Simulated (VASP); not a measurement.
# Al3N in VASP: notebook, part 2 of 2

VASP 6.6.1. The steps go on from the part before.

## (3) Single point, r2SCAN

File POSCAR:

```
Al3N
1.0
    2.8227735241      0.0000000000      0.0000000000
    0.0000000000      2.8227735241      0.0000000000
    0.0000000000      0.0000000000     19.6006973085
Al N
3 1
Direct
    0.5000000000      0.5000000000      0.2040743723
    0.0000000000      0.0000000000      0.3086652017
    0.5000000000      0.5000000000      0.4132861796
    1.0000000000      1.0000000000      0.4180249096
```

File INCAR.step1:

```
  PREC = Accurate
  ENCUT = 520
  ISMEAR = 0
  SIGMA = 0.1
  LREAL = False
  LASPH = True
  NELM = 60
  LDIPOL = True
  IDIPOL = 3
  DIPOL = 0.5 0.5 0.336
  NBANDS = 15
  GGA = PE
  ALGO = Normal
  EDIFF = 1E-4
  LWAVE = True
  LCHARG = False
```

File INCAR.step2:

```
  PREC = Accurate
  ENCUT = 520
  EDIFF = 1E-7
  ISMEAR = 0
  SIGMA = 0.1
  LREAL = False
  LASPH = True
  NELM = 60
  ALGO = Normal
  ISIF = 2
  LWAVE = False
  LCHARG = True
  LDIPOL = True
  IDIPOL = 3
  DIPOL = 0.5 0.5 0.336
  METAGGA = R2SCAN
  LMIXTAU = True
  LELF = True
  LVHAR = True
  LVACPOTAV = True
  NBANDS = 15
  ISTART = 1
```

File KPOINTS:

```
regular mesh
0
Gamma
  9 9 1
```

Potentials or basis: VASP PAW PBE potentials, release 64 (Al, N).

Launch:

```bash
cat potpaw_PBE.64/Al/POTCAR potpaw_PBE.64/N/POTCAR > POTCAR
cp INCAR.step1 INCAR
mpirun -np 1 vasp_std > vasp.out
cp INCAR.step2 INCAR
mpirun -np 1 vasp_std > vasp.out
```

OUTCAR:

```text
PREC = Accurate
   ENCUT = 520
   EDIFF = 1E-7
   ISMEAR = 0
   LREAL = False
   LASPH = True
   NELM = 60
   ISIF = 2
   METAGGA = R2SCAN
   ISTART = 1

 ion  position               nearest neighbor table
   1  0.500  0.500  0.204-   2 2.86   2 2.86   2 2.86   2 2.86
   2  0.000  0.000  0.309-   4 2.14   1 2.86   1 2.86   1 2.86   1 2.86   3 2.86   3 2.86   3 2.86
                             3 2.86
   3  0.500  0.500  0.413-   4 2.00   4 2.00   4 2.00   4 2.00   2 2.86   2 2.86   2 2.86   2 2.86

   4  0.000  0.000  0.418-   3 2.00   3 2.00   3 2.00   3 2.00   2 2.14

  LATTYP: Found a simple tetragonal cell.
 ALAT       =     2.8227735241
 C/A-ratio  =     6.9437725489

  Lattice vectors:

 A1 = (   2.8227735241,   0.0000000000,   0.0000000000)
 A2 = (   0.0000000000,   2.8227735241,   0.0000000000)
 A3 = (   0.0000000000,   0.0000000000,  19.6006973085)

Analysis of symmetry for initial positions (statically):
=====================================================================
 Subroutine PRICEL returns:
 Original cell was already a primitive cell.

 Routine SETGRP: Setting up the symmetry group for a
 simple tetragonal supercell.

 Subroutine GETGRP returns: Found  8 space group operations
 (whereof  8 operations were pure point group operations)
 out of a pool of 16 trial point group operations.

The static configuration has the point symmetry C_4v.

Analysis of symmetry for dynamics (positions and initial velocities):
=====================================================================
 Subroutine PRICEL returns:
 Original cell was already a primitive cell.

 Routine SETGRP: Setting up the symmetry group for a
 simple tetragonal supercell.

 Subroutine GETGRP returns: Found  8 space group operations
 (whereof  8 operations were pure point group operations)
 out of a pool of 16 trial point group operations.

The dynamic configuration has the point symmetry C_4v.

 Subroutine INISYM returns: Found  8 space group operations
 (whereof  8 operations are pure point group operations),
 and found     1 'primitive' translations

----------------------------------------------------------------------------------------

                                     Primitive cell

  volume of cell :     156.1793

  direct lattice vectors                    reciprocal lattice vectors
     2.822773524  0.000000000  0.000000000     0.354261506  0.000000000  0.000000000
     0.000000000  2.822773524  0.000000000     0.000000000  0.354261506  0.000000000
     0.000000000  0.000000000 19.600697308     0.000000000  0.000000000  0.051018593

  length of vectors
     2.822773524  2.822773524 19.600697308     0.354261506  0.354261506  0.051018593

  position of ions in fractional coordinates (direct lattice)
     0.500000000  0.500000000  0.204074372
     0.000000000  0.000000000  0.308665202
     0.500000000  0.500000000  0.413286180
     0.000000000  0.000000000  0.418024910

  ion indices of the primitive-cell ions
   primitive index   ion index
                 1           1
                 2           2
                 3           3
[... 47 lines left out ...]
   total plane-waves  NPLWV =  86400
   dimension x,y,z NGX =    24 NGY =   24 NGZ =  150
   dimension x,y,z NGXF=    48 NGYF=   48 NGZF=  300
   ions per type =               3   1
   NGX,Y,Z   is equivalent  to a cutoff of  14.13, 14.13, 12.72 a.u.
   NGXF,Y,Z  is equivalent  to a cutoff of  28.27, 28.27, 25.44 a.u.
 SYSTEM =  unknown system
   PREC   = accura    normal or accurate (medium, high low for compatibility)
   ISTART =      1    job   : 0-new  1-cont  2-samecut
   ICHARG =      0    charge: 1-file 2-atom 10-const
   ISPIN  =      1    spin polarized calculation?
   LNONCOLLINEAR =      F non collinear calculations
   LSORBIT =      F    spin-orbit coupling
   LASPH  =      T    aspherical Exc in radial PAW
   ENCUT  =  520.0 eV  38.22 Ry    6.18 a.u.   5.25  5.25 36.44*2*pi/ulx,y,z
   NELM   =     60;   NELMIN=  2; NELMDL=  0     # of ELM steps
   EDIFF  = 0.1E-06   stopping-criterion for ELM
   LREAL  =      F    real-space projection
   EDIFFG = 0.1E-05   stopping-criterion for IOM
   NSW    =      0    number of steps for IOM
   IBRION =     -1    ionic relax: 0-MD 1-quasi-New 2-CG
   NFREE  =      0    steps in history (QN), initial steepest desc. (CG)
   ISIF   =      2    stress and relaxation
   ISYM   =      2    0-nonsym 1-usesym 2-fastsym
   POTIM  = 0.5000    time-step for ionic-motion
   TEBEG  =    0.0;   TEEND  =   0.0 temperature during run
   PSTRESS=    0.0 pullay stress
   NELECT =      14.0000    total number of electrons
   NUPDOWN=      -1.0000    fix difference up-down
   EMIN   =  10.00;   EMAX   =-10.00  energy-range for DOS
   EFERMI =   0.00;   METHOD = LEGACY
   ISMEAR =     0;   SIGMA  =   0.10  broadening in eV -4-tet -1-fermi 0-gaus
   EFERMI_NEDOS =   21; number of points for ismear=-14 and -15
   IALGO  =     38    algorithm
   IMIX   =      4    mixing-type and parameters
     AMIX     =   0.40;   BMIX     =  1.00
     AMIX_MAG =   1.60;   BMIX_MAG =  1.00
  volume/ion in A,a.u.               =      39.04       263.49
  Fermi-wavevector in a.u.,A,eV,Ry     =   0.732672  1.384549  7.303721  0.536808
  Thomas-Fermi vector in A             =   1.825193
   LORBIT       =      0    0 simple, 1 ext, 2 COOP (PROOUT), +10 PAW based schemes
   METAGGA = R2SCAN    functional components
   LHFCALC =     F    Hartree Fock is set to
   AEXX    =    0.0000 exact exchange contribution
   IVDW    =     0    specifies the selected vdW correction
   LEPSILON=     F    determine dielectric tensor
   LRPA    =     F    only Hartree local field effects (RPA)
 non-spin polarized calculation
 Gauss-broadening in eV      SIGMA  =   0.10
  energy-cutoff  :      520.00
  volume of cell :      156.18
 maximum number of plane-waves:      4249
 NGX is ok and might be reduce to    24
   NGX = 11   NGY = 11   NGZ = 73

 number of electron      14.0000001 magnetization

 dipolmoment           0.000000      0.000000     -0.066521 electrons x Angstroem

 Free energy of the ion-electron system (eV)
  ---------------------------------------------------
  ext. energy  EPLUGINS =         0.00000000
  ---------------------------------------------------
  free energy    TOTEN  =       -30.17595790 eV

  energy without entropy =      -30.16513387  energy(sigma->0) =      -30.17054589

 E-fermi :   0.7539     XC(G=0):  -4.6213

 val. band max:        0.7362159517   @ k =   0.4444   0.1111   0.0000
 cond. band min:       0.7715740858   @ k =   0.2222   0.1111   0.0000
 fundamental gap:      0.0353581341
 Fermi energy:         0.7539362052

 k-point     1 :       0.0000    0.0000    0.0000
  band No.  band energies     occupation
      1     -18.0397      2.00000
      2     -10.0977      2.00000
      3      -7.2450      2.00000
      4      -3.9214      2.00000
      5      -2.9881      2.00000
      6      -2.9881      2.00000
      7      -0.4737      2.00000
      8       2.4986      0.00000
      9       3.6493      0.00000
     10       4.6241      0.00000
     11       5.0016      0.00000
     12       6.1538      0.00000
     13       6.6181      0.00000
     14       6.8677      0.00000
[... 239 lines left out ...]
      2      -7.2802      2.00000
      3      -7.1992      2.00000
      4      -3.5009      2.00000
      5      -2.2685      2.00000
      6      -1.0950      2.00000
      7      -0.2410      2.00000
      8       1.4780      0.00000
      9       1.6604      0.00000
     10       2.3489      0.00000
     11       2.7402      0.00000
     12       4.8580      0.00000
     13       5.1667      0.00000
     14       6.8754      0.00000
     15       7.1588      0.00000

------------------------ aborting loop because EDIFF is reached ----------------------------------------

  FORCE on cell =-STRESS in cart. coord.  units (eV):
  Direction    XX          YY          ZZ          XY          YZ          ZX
  --------------------------------------------------------------------------------------
  -------------------------------------------------------------------------------------
  Total       -3.5285470     -3.5285470      0.1372165      0.0000000      0.0000000      0.0000000
  in kB      -36.1978601    -36.1978601      1.4076456      0.0000000      0.0000000      0.0000000
  external PRESSURE =     -23.6626916 kB  Pullay stress =       0.0000000 kB

 VOLUME and BASIS-vectors are now :
 -----------------------------------------------------------------------------
  energy-cutoff  :      520.00
  volume of cell :      156.18
      direct lattice vectors                 reciprocal lattice vectors
     2.822773524  0.000000000  0.000000000     0.354261506  0.000000000  0.000000000
     0.000000000  2.822773524  0.000000000     0.000000000  0.354261506  0.000000000
     0.000000000  0.000000000 19.600697308     0.000000000  0.000000000  0.051018593

 POSITION                                       TOTAL-FORCE (eV/Angst)
 -----------------------------------------------------------------------------------
      1.41139      1.41139      4.00000         0.000000      0.000000      0.060212
      0.00000      0.00000      6.05005         0.000000     -0.000000     -0.195563
      1.41139      1.41139      8.10070         0.000000      0.000000      0.142197
      0.00000      0.00000      8.19358        -0.000000      0.000000     -0.006846
 -----------------------------------------------------------------------------------
    total drift:                                0.000000      0.000000     -0.005248

  FREE ENERGIE OF THE ION-ELECTRON SYSTEM (eV)
  ---------------------------------------------------
  free  energy   TOTEN  =       -30.1759578974 eV

  energy  without entropy=      -30.1651338748  energy(sigma->0) =      -30.17054589

 vacuum level on the upper side and lower side of the slab         3.522         5.032
```

Wall time 1.7 min (1 thread of Intel Xeon 6975P-C (Granite Rapids), shared host); peak memory 0.31 GiB.

Results:

* Free energy: -30.1760 eV
* Largest force: 0.196 eV/Å
* Band gap on the k mesh: zero (bands 7 and 8 overlap by 0.81 eV)

Forces in eV/Å, atoms in the order of the input:
```
Al   0.000  0.000  0.060
Al   0.000  0.000 -0.196
Al   0.000  0.000  0.142
N    0.000  0.000 -0.007
```

Caveat: the PAW data sets were made with another functional, which shifts forces and pressure a little.
